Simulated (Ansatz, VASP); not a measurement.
**Mo: VASP beside Ansatz**

```
Mo
1.0
     2.62622    0.00000    0.00000
    -1.31311    2.27438    0.00000
     0.00000    0.00000    2.39048
Mo
1
Direct
  0.00000 0.00000 0.00000
```

Change from the starting cell: volume scaled by 0.85, LAPW.

Alike in both runs: task single point; functional PBE; k mesh 18 × 18 × 16; occupations fermi-dirac, width 0.08 eV; no spin polarisation.

|  | VASP | Ansatz |
| --- | --- | --- |
| version | VASP 6.6.1 | Ansatz 0.2.0 |
| potentials or method | VASP PAW PBE potentials, release 64 (Mo_sv), cutoff 520 eV | all-electron LAPW, scalar-relativistic |

```tsv
	VASP	Ansatz	Ansatz less VASP
pressure (GPa)	48.1	47.0	-1.13
traceless stress, the component that is largest in VASP (GPa)	0.54	0.02	-0.521
```

Both programs put the cell under a high pressure, so it lies far from rest at this level. Ansatz ran all-electron here, and VASP with PAW potentials.
